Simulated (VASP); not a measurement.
# C (R3m) in VASP: notebook

C is run at these levels: r2SCAN; tasks: single point.

All numbers are computed with VASP 6.6.1; they aren't measurements. Logs are shortened: lines on timing, memory, paths and dates and some standing lists are left out, and cuts for length are marked.

**1. The cell of the first run**

It takes space group R3m (No. 160, trigonal). Conventional cell: a = 5.035 Å, b = 5.035 Å, c = 6.167 Å, α = 90.00°, β = 90.00°, γ = 120.00°. Within 2.0 Å of C (site symmetry 3m) lie 4 C at 1.51 to 1.66 Å. Within 2.1 Å of C (site symmetry m) lie 4 C at 1.54 Å. C (site symmetry 3m) has 4 C at 1.54 to 1.66 Å within 2.1 Å. Within 2.0 Å of C (site symmetry m) lie 4 C at 1.51 to 1.54 Å.

**2. Single point, r2SCAN (atom 1 (C) moved -0.120 Å towards its neighbour atom 5 (C) at 1.542 Å)**

POSCAR reads:

```
C
1.0
    3.5602834153      0.0000000000      0.0000000000
    0.0000000000     -3.5602834153      0.0000000000
    0.0000000000      0.0000000000     -3.5602834153
C
8
Direct
    0.4805403042      0.0194596958      0.0194596958
    0.0000000000      0.5000000000      0.0000000000
    0.0000000000      0.0000000000      0.5000000000
    0.5000000000      0.5000000000      0.5000000000
    0.7500000000      0.7500000000      0.7500000000
    0.2500000000      0.2500000000      0.7500000000
    0.2500000000      0.7500000000      0.2500000000
    0.7500000000      0.2500000000      0.2500000000
```

INCAR.step1 reads:

```
ALGO     = Normal         # electronic algorithm
EDIFF    = 1E-4           # SCF threshold, eV
ENCUT    = 520            # plane-wave cutoff, eV
GGA      = PE             # functional
ISMEAR   = 0              # smearing method
LASPH    = True           # aspherical terms in the spheres
LCHARG   = False          # write CHGCAR
LREAL    = False          # projectors in reciprocal space
LWAVE    = True           # write WAVECAR
NBANDS   = 26             # bands
NELM     = 100            # most SCF steps
PREC     = Accurate       # precision mode
SIGMA    = 0.05           # smearing width, eV
```

INCAR.step2 reads:

```
ALGO     = Normal         # electronic algorithm
EDIFF    = 1E-6           # SCF threshold, eV
ENCUT    = 520            # plane-wave cutoff, eV
ISIF     = 2              # what is computed and relaxed
ISMEAR   = 0              # smearing method
ISTART   = 1            
LASPH    = True           # aspherical terms in the spheres
LCHARG   = False          # write CHGCAR
LMIXTAU  = True         
LREAL    = False          # projectors in reciprocal space
LWAVE    = False          # write WAVECAR
METAGGA  = R2SCAN         # meta-GGA
NBANDS   = 26             # bands
NELM     = 100            # most SCF steps
PREC     = Accurate       # precision mode
SIGMA    = 0.05           # smearing width, eV
```

KPOINTS reads:

```
k-points
0
Gamma
  6 6 6
```

Potentials or basis: VASP PAW PBE potentials, release 64 (C).

The run is started by

```
> cat potpaw_PBE.64/C/POTCAR > POTCAR
> cp INCAR.step1 INCAR
> mpirun -np 1 vasp_std > vasp.out
> cp INCAR.step2 INCAR
> mpirun -np 1 vasp_std > vasp.out
```

OUTCAR:

```text
EDIFF = 1E-6
   ENCUT = 520
   ISIF = 2
   ISMEAR = 0
   ISTART = 1
   LASPH = True
   LREAL = False
   METAGGA = R2SCAN
   NELM = 100
   PREC = Accurate

 ion  position               nearest neighbor table
   1  0.481  0.019  0.019-   6 1.51   7 1.51   8 1.51   5 1.66
   2  0.000  0.500  0.000-   5 1.54   6 1.54   7 1.54   8 1.54
   3  0.000  0.000  0.500-   5 1.54   6 1.54   7 1.54   8 1.54
   4  0.500  0.500  0.500-   5 1.54   6 1.54   7 1.54   8 1.54
   5  0.750  0.750  0.750-   2 1.54   3 1.54   4 1.54   1 1.66
   6  0.250  0.250  0.750-   1 1.51   2 1.54   3 1.54   4 1.54
   7  0.250  0.750  0.250-   1 1.51   2 1.54   3 1.54   4 1.54
   8  0.750  0.250  0.250-   1 1.51   2 1.54   3 1.54   4 1.54

  LATTYP: Found a simple cubic cell.
 ALAT       =     3.5602834153

  Lattice vectors:

 A1 = (   3.5602834153,   0.0000000000,   0.0000000000)
 A2 = (   0.0000000000,  -3.5602834153,   0.0000000000)
 A3 = (   0.0000000000,   0.0000000000,  -3.5602834153)

Analysis of symmetry for initial positions (statically):
=====================================================================
 Subroutine PRICEL returns:
 Original cell was already a primitive cell.

 Routine SETGRP: Setting up the symmetry group for a
 simple cubic supercell.

 Subroutine GETGRP returns: Found  6 space group operations
 (whereof  2 operations were pure point group operations)
 out of a pool of 48 trial point group operations.

The static configuration has the point symmetry C_1h.
 The point group associated with its full space group is C_3v.

Analysis of symmetry for dynamics (positions and initial velocities):
=====================================================================
 Subroutine PRICEL returns:
 Original cell was already a primitive cell.

 Routine SETGRP: Setting up the symmetry group for a
 simple cubic supercell.

 Subroutine GETGRP returns: Found  6 space group operations
 (whereof  2 operations were pure point group operations)
 out of a pool of 48 trial point group operations.

The dynamic configuration has the point symmetry C_1h.
 The point group associated with its full space group is C_3v.

 Subroutine INISYM returns: Found  6 space group operations
 (whereof  2 operations are pure point group operations),
 and found     1 'primitive' translations

----------------------------------------------------------------------------------------

                                     Primitive cell

  volume of cell :      45.1288

  direct lattice vectors                    reciprocal lattice vectors
     3.560283415  0.000000000  0.000000000     0.280876516  0.000000000  0.000000000
     0.000000000 -3.560283415  0.000000000     0.000000000 -0.280876516  0.000000000
     0.000000000  0.000000000 -3.560283415     0.000000000  0.000000000 -0.280876516

  length of vectors
     3.560283415  3.560283415  3.560283415     0.280876516  0.280876516  0.280876516

  position of ions in fractional coordinates (direct lattice)
     0.480540304  0.019459696  0.019459696
     0.000000000  0.500000000  0.000000000
     0.000000000  0.000000000  0.500000000
     0.500000000  0.500000000  0.500000000
     0.750000000  0.750000000  0.750000000
     0.250000000  0.250000000  0.750000000
     0.250000000  0.750000000  0.250000000
     0.750000000  0.250000000  0.250000000

  ion indices of the primitive-cell ions
   primitive index   ion index
                 1           1
                 2           2
                 3           3
                 4           4
                 5           5
                 6           6
                 7           7
                 8           8

----------------------------------------------------------------------------------------

 KPOINTS: k-points

Automatic generation of k-mesh.
 Grid dimensions read from file:
 generate k-points for:    6    6    6

 Generating k-lattice:

  Cartesian coordinates                     Fractional coordinates (reciprocal lattice)
     0.046812753  0.000000000  0.000000000     0.166666667  0.000000000  0.000000000
     0.000000000 -0.046812753  0.000000000     0.000000000  0.166666667  0.000000000
     0.000000000  0.000000000 -0.046812753     0.000000000  0.000000000  0.166666667

  Length of vectors
     0.046812753  0.046812753  0.046812753

  Shift w.r.t. Gamma in fractional coordinates (k-lattice)
     0.000000000  0.000000000  0.000000000

 Subroutine IBZKPT returns following result:
 ===========================================

 Found     32 irreducible k-points:

 Following reciprocal coordinates:
            Coordinates               Weight
  0.000000  0.000000  0.000000      1.000000
  0.166667  0.000000  0.000000      6.000000
  0.333333  0.000000  0.000000      6.000000
  0.500000  0.000000  0.000000      3.000000
  0.166667  0.166667  0.000000      6.000000
  0.000000  0.166667  0.166667      6.000000
[... 16 lines left out ...]
 -0.333333  0.333333  0.166667      6.000000
  0.500000  0.333333  0.166667     12.000000
 [... further k-points ...]
   k-points           NKPTS =     32   k-points in BZ     NKDIM =     32   number of bands    NBANDS=     26
   number of dos      NEDOS =    301   number of ions     NIONS =      8
   total plane-waves  NPLWV =  21952
   dimension x,y,z NGX =    28 NGY =   28 NGZ =   28
   dimension x,y,z NGXF=    56 NGYF=   56 NGZF=   56
   ions per type =               8
   NGX,Y,Z   is equivalent  to a cutoff of  13.07, 13.07, 13.07 a.u.
   NGXF,Y,Z  is equivalent  to a cutoff of  26.15, 26.15, 26.15 a.u.
 SYSTEM =  unknown system
   PREC   = accura    normal or accurate (medium, high low for compatibility)
   ISTART =      1    job   : 0-new  1-cont  2-samecut
   ICHARG =      0    charge: 1-file 2-atom 10-const
   ISPIN  =      1    spin polarized calculation?
   LNONCOLLINEAR =      F non collinear calculations
   LSORBIT =      F    spin-orbit coupling
   LASPH  =      T    aspherical Exc in radial PAW
   ENCUT  =  520.0 eV  38.22 Ry    6.18 a.u.   6.62  6.62  6.62*2*pi/ulx,y,z
   NELM   =    100;   NELMIN=  2; NELMDL=  0     # of ELM steps
   EDIFF  = 0.1E-05   stopping-criterion for ELM
   LREAL  =      F    real-space projection
   EDIFFG = 0.1E-04   stopping-criterion for IOM
   NSW    =      0    number of steps for IOM
   IBRION =     -1    ionic relax: 0-MD 1-quasi-New 2-CG
   NFREE  =      0    steps in history (QN), initial steepest desc. (CG)
   ISIF   =      2    stress and relaxation
   ISYM   =      2    0-nonsym 1-usesym 2-fastsym
   POTIM  = 0.5000    time-step for ionic-motion
   TEBEG  =    0.0;   TEEND  =   0.0 temperature during run
   PSTRESS=    0.0 pullay stress
   NELECT =      32.0000    total number of electrons
   NUPDOWN=      -1.0000    fix difference up-down
   EMIN   =  10.00;   EMAX   =-10.00  energy-range for DOS
   EFERMI =   0.00;   METHOD = LEGACY
   ISMEAR =     0;   SIGMA  =   0.05  broadening in eV -4-tet -1-fermi 0-gaus
   EFERMI_NEDOS =   21; number of points for ismear=-14 and -15
   IALGO  =     38    algorithm
   IMIX   =      4    mixing-type and parameters
     AMIX     =   0.40;   BMIX     =  1.00
     AMIX_MAG =   1.60;   BMIX_MAG =  1.00
  volume/ion in A,a.u.               =       5.64        38.07
  Fermi-wavevector in a.u.,A,eV,Ry     =   1.459846  2.758708 28.996044  2.131149
  Thomas-Fermi vector in A             =   2.576365
   LORBIT       =      0    0 simple, 1 ext, 2 COOP (PROOUT), +10 PAW based schemes
   METAGGA = R2SCAN    functional components
   LHFCALC =     F    Hartree Fock is set to
   AEXX    =    0.0000 exact exchange contribution
   IVDW    =     0    specifies the selected vdW correction
   LEPSILON=     F    determine dielectric tensor
   LRPA    =     F    only Hartree local field effects (RPA)
 non-spin polarized calculation
 Gauss-broadening in eV      SIGMA  =   0.05
  energy-cutoff  :      520.00
  volume of cell :       45.13
 maximum number of plane-waves:      1233
 NGX is ok and might be reduce to    28
   NGX = 13   NGY = 13   NGZ = 13

 number of electron      31.9999998 magnetization

 Free energy of the ion-electron system (eV)
  ---------------------------------------------------
  ext. energy  EPLUGINS =         0.00000000
  ---------------------------------------------------
  free energy    TOTEN  =       -78.32557985 eV

  energy without entropy =      -78.32557985  energy(sigma->0) =      -78.32557985

 E-fermi :  10.6954     XC(G=0): -14.2878

 val. band max:       10.3767283831   @ k =   0.0000   0.0000   0.0000
 cond. band min:      13.9404125601   @ k =   0.0000   0.0000   0.0000
 fundamental gap:      3.5636841770
 Fermi energy:        10.6953542428

 k-point     1 :       0.0000    0.0000    0.0000
  band No.  band energies     occupation
      1     -12.9991      2.00000
      2      -4.1239      2.00000
      3      -4.0327      2.00000
      4      -4.0327      2.00000
      5      -3.7894      2.00000
      6      -3.7894      2.00000
[... 18 lines left out ...]
     25      16.0534      0.00000
     26      23.6070      0.00000

 k-point     2 :       0.1667    0.0000    0.0000
  band No.  band energies     occupation
      1     -12.7310      2.00000
      2      -6.5199      2.00000
      3      -3.8721      2.00000
      4      -3.8494      2.00000
      5      -3.6371      2.00000
      6      -3.4024      2.00000
[... 18 lines left out ...]
     25      17.1836      0.00000
     26      23.7450      0.00000

 k-point     3 :       0.3333    0.0000    0.0000
  band No.  band energies     occupation
      1     -11.9318      2.00000
      2      -8.7797      2.00000
      3      -3.4876      2.00000
      4      -3.4510      2.00000
      5      -3.2772      2.00000
      6      -3.0162      2.00000
[... 572 lines left out ...]
 k-point    23 :      -0.3333    0.3333    0.1667
  band No.  band energies     occupation
      1     -10.6254      2.00000
      2      -7.6328      2.00000
      3      -7.5274      2.00000
      4      -5.5608      2.00000
      5      -3.0921      2.00000
      6      -1.2027      2.00000
[... 18 lines left out ...]
     25      22.1282      0.00000
     26      22.5731      0.00000

 k-point    24 :       0.5000    0.3333    0.1667
  band No.  band energies     occupation
      1      -9.4709      2.00000
      2      -9.1985      2.00000
      3      -6.6429      2.00000
      4      -6.3665      2.00000
      5      -2.6867      2.00000
      6      -2.4493      2.00000
[... 18 lines left out ...]
     25      20.9902      0.00000
     26      21.3620      0.00000

 [... further k-points ...]
[... 5 lines left out ...]
  --------------------------------------------------------------------------------------
  -------------------------------------------------------------------------------------
  Total        0.6987074      0.6987074      0.6987074      0.0323450      0.0323450      0.0323450
  in kB       24.8057400     24.8057400     24.8057400      1.1483229      1.1483229      1.1483229
  external PRESSURE =      24.8057400 kB  Pullay stress =       0.0000000 kB

 VOLUME and BASIS-vectors are now :
 -----------------------------------------------------------------------------
  energy-cutoff  :      520.00
  volume of cell :       45.13
      direct lattice vectors                 reciprocal lattice vectors
     3.560283415  0.000000000  0.000000000     0.280876516  0.000000000  0.000000000
     0.000000000 -3.560283415  0.000000000     0.000000000 -0.280876516  0.000000000
     0.000000000  0.000000000 -3.560283415     0.000000000  0.000000000 -0.280876516

 POSITION                                       TOTAL-FORCE (eV/Angst)
 -----------------------------------------------------------------------------------
      1.71086     -0.06928     -0.06928         2.778866      2.778866      2.778866
      0.00000     -1.78014      0.00000        -0.494697     -0.494697      0.430847
      0.00000      0.00000     -1.78014        -0.494697      0.430847     -0.494697
      1.78014     -1.78014     -1.78014         0.430847     -0.494697     -0.494697
      2.67021     -2.67021     -2.67021        -0.682054     -0.682054     -0.682054
      0.89007     -0.89007     -2.67021        -0.665744     -0.665744     -0.206777
      0.89007     -2.67021     -0.89007        -0.665744     -0.206777     -0.665744
      2.67021     -0.89007     -0.89007        -0.206777     -0.665744     -0.665744
 -----------------------------------------------------------------------------------
    total drift:                               -0.000034     -0.000034     -0.000034

  FREE ENERGIE OF THE ION-ELECTRON SYSTEM (eV)
  ---------------------------------------------------
  free  energy   TOTEN  =       -78.3255798504 eV

  energy  without entropy=      -78.3255798504  energy(sigma->0) =      -78.32557985
```

It took 99 s on 1 thread of Intel Xeon Platinum 8259CL at 2.50GHz (Skylake/Cascade Lake), shared host; peak memory 0.16 GiB.

What came out:

```yaml
Free_energy: -78.3256 eV
Pressure: 2.5 GPa
Largest_force: 4.813 eV/Å
Band_gap_on_the_k_mesh: 3.56 eV
```

Forces on the atoms (eV/Å):
```
C    2.779  2.779  2.779
C   -0.495 -0.495  0.431
C   -0.495  0.431 -0.495
C    0.431 -0.495 -0.495
C   -0.682 -0.682 -0.682
C   -0.666 -0.666 -0.207
C   -0.666 -0.207 -0.666
C   -0.207 -0.666 -0.666
```

Stress tensor (GPa, compression positive):
```
2.48 0.11 0.11
0.11 2.48 0.11
0.11 0.11 2.48
```

Levels at points of the mesh, in eV from the valence-band top:
| k point | band 14 | band 15 | band 16 | band 17 | band 18 | band 19 |
| --- | --- | --- | --- | --- | --- | --- |
| (0.00, 0.00, 0.00) | -0.85 | -0.85 | 0.00 | 3.56 | 4.29 | 4.29 |
| (0.50, 0.00, 0.00) | -5.08 | -4.88 | -4.41 | 3.97 | 4.04 | 9.53 |
| (0.50, 0.50, 0.00) | -3.80 | -3.68 | -3.37 | 7.17 | 7.57 | 7.73 |
| (0.50, 0.50, 0.50) | -3.51 | -3.51 | -2.63 | 6.85 | 8.00 | 8.00 |

Caveat: the cell differs from its parent crystal (atom 1 (C) moved -0.120 Å towards its neighbour atom 5 (C) at 1.542 Å); the PAW data sets were made with another functional, which shifts forces and pressure a little. A k mesh can miss the band edges.

**3. Single point, r2SCAN (atom 1 (C) moved +0.080 Å towards its neighbour atom 5 (C) at 1.542 Å)**

POSCAR: that of step 2 with these lines changed.

```diff
@@ -8,3 +8,3 @@
 Direct
-    0.4805403042      0.0194596958      0.0194596958
+    0.5129731305     -0.0129731305     -0.0129731305
     0.0000000000      0.5000000000      0.0000000000
```

INCAR.step1 reads:

```
SYSTEM = C
ALGO = Normal ; EDIFF = 1E-4
ENCUT = 520 ; GGA = PE
ISMEAR = 0 ; LASPH = .TRUE.
LCHARG = .FALSE. ; LREAL = .FALSE.
LWAVE = .TRUE. ; NBANDS = 26
NELM = 80 ; PREC = Accurate
SIGMA = 0.05
```

INCAR.step2 reads:

```
SYSTEM = C
ALGO = Normal ; EDIFF = 1E-7
ENCUT = 520 ; ISIF = 2
ISMEAR = 0 ; ISTART = 1
LASPH = .TRUE. ; LCHARG = .TRUE.
LELF = .TRUE. ; LMIXTAU = .TRUE.
LREAL = .FALSE. ; LVHAR = .TRUE.
LWAVE = .FALSE. ; METAGGA = R2SCAN
NBANDS = 26 ; NELM = 80
PREC = Accurate ; SIGMA = 0.05
```

KPOINTS reads:

```
k-points
0
G
  6 6 6
  0 0 0
```

Potentials or basis: VASP PAW PBE potentials, release 64 (C).

The run is started by

```
> cat potpaw_PBE.64/C/POTCAR > POTCAR
> cp INCAR.step1 INCAR
> mpirun -np 1 vasp_std > vasp.out
> cp INCAR.step2 INCAR
> mpirun -np 1 vasp_std > vasp.out
```

It took 2 min on 1 thread of Intel Xeon Platinum 8259CL at 2.50GHz (Skylake/Cascade Lake), shared host; peak memory 0.16 GiB.

It converged, with:

```
Free energy            : -78.4701 eV
Pressure               : 1.9 GPa
Largest force          : 4.102 eV/Å
Band gap on the k mesh : 4.12 eV
```

Forces in eV/Å, atoms in the order of the input:
```
C   -2.368 -2.368 -2.368
C    0.312  0.312 -0.293
C    0.312 -0.293  0.312
C   -0.293  0.312  0.312
C    0.957  0.957  0.957
C    0.439  0.439  0.203
C    0.439  0.203  0.439
C    0.203  0.439  0.439
```

Stress tensor (GPa, compression positive):
```
1.88 0.87 0.87
0.87 1.88 0.87
0.87 0.87 1.88
```

Levels at points of the mesh, in eV from the valence-band top:
```tsv
k point	band 12	band 13	band 14	band 15	band 16	band 17	band 18	band 19	band 20	band 21
(0.00, 0.00, 0.00)	-6.77	-6.77	-0.55	0.00	0.00	4.50	4.50	4.79	4.85	4.85
(0.50, 0.00, 0.00)	-5.09	-4.66	-4.59	-4.51	-4.35	4.35	4.51	10.38	10.55	10.77
(0.50, 0.50, 0.00)	-8.10	-3.60	-3.50	-3.41	-3.09	7.75	8.15	8.19	8.29	9.95
(0.50, 0.50, 0.50)	-3.19	-3.19	-3.17	-2.82	-2.82	8.04	8.04	8.69	8.69	8.69
```

Caveat: the cell differs from its parent crystal (atom 1 (C) moved +0.080 Å towards its neighbour atom 5 (C) at 1.542 Å); the PAW data sets were made with another functional, which shifts forces and pressure a little.

**4. Single point, r2SCAN (atom 1 (C) moved -0.040 Å towards its neighbour atom 5 (C) at 1.542 Å)**

POSCAR: that of step 3 with these lines changed.

```diff
@@ -8,3 +8,3 @@
 Direct
-    0.5129731305     -0.0129731305     -0.0129731305
+    0.4935134347      0.0064865653      0.0064865653
     0.0000000000      0.5000000000      0.0000000000
```

INCAR.step1 reads:

```
SYSTEM = C
  PREC = Accurate
  ENCUT = 520
  ISMEAR = 0
  SIGMA = 0.05
  LREAL = .FALSE.
  LASPH = .TRUE.
  NELM = 80
  NBANDS = 26
  GGA = PE
  ALGO = Normal
  EDIFF = 1E-4
  LWAVE = .TRUE.
  LCHARG = .FALSE.
```

INCAR.step2 reads:

```
SYSTEM = C
  PREC = Accurate
  ENCUT = 520
  EDIFF = 1E-6
  ISMEAR = 0
  SIGMA = 0.05
  LREAL = .FALSE.
  LASPH = .TRUE.
  NELM = 80
  ALGO = Normal
  ISIF = 2
  LWAVE = .FALSE.
  LCHARG = .FALSE.
  METAGGA = R2SCAN
  LMIXTAU = .TRUE.
  NBANDS = 26
  ISTART = 1
```

KPOINTS reads:

```
Automatic mesh
0
G
  6 6 6
  0 0 0
```

The run is started by

```
> cat potpaw_PBE.64/C/POTCAR > POTCAR
> cp INCAR.step1 INCAR
> mpirun -np 1 vasp_std > vasp.out
> cp INCAR.step2 INCAR
> mpirun -np 1 vasp_std > vasp.out
```

Wall time 2 min (1 thread of Intel Xeon Platinum 8259CL at 2.50GHz (Skylake/Cascade Lake), shared host); peak memory 0.16 GiB.

The run converged. Its results:

```
Free energy            : -78.5928 eV
Pressure               : 1.3 GPa
Largest force          : 1.765 eV/Å
Band gap on the k mesh : 4.16 eV
```

Forces in eV/Å, atoms in the order of the input:
```
C    1.019  1.019  1.019
C   -0.161 -0.161  0.145
C   -0.161  0.145 -0.161
C    0.145 -0.161 -0.161
C   -0.311 -0.311 -0.311
C   -0.225 -0.225 -0.082
C   -0.225 -0.082 -0.225
C   -0.082 -0.225 -0.225
```

Stress tensor (GPa, compression positive):
```
 1.29 -0.12 -0.12
-0.12  1.29 -0.12
-0.12 -0.12  1.29
```

Levels at points of the mesh, in eV from the valence-band top:
| k point | band 14 | band 15 | band 16 | band 17 | band 18 | band 19 |
| --- | --- | --- | --- | --- | --- | --- |
| (0.00, 0.00, 0.00) | -0.28 | -0.28 | 0.00 | 4.59 | 4.78 | 4.78 |
| (0.50, 0.00, 0.00) | -4.62 | -4.55 | -4.43 | 4.43 | 4.48 | 10.52 |
| (0.50, 0.50, 0.00) | -3.41 | -3.36 | -3.28 | 8.04 | 8.10 | 8.15 |
| (0.50, 0.50, 0.50) | -3.16 | -3.16 | -2.87 | 8.24 | 8.60 | 8.60 |

Caveat: the cell differs from its parent crystal (atom 1 (C) moved -0.040 Å towards its neighbour atom 5 (C) at 1.542 Å); the PAW data sets were made with another functional, which shifts forces and pressure a little.
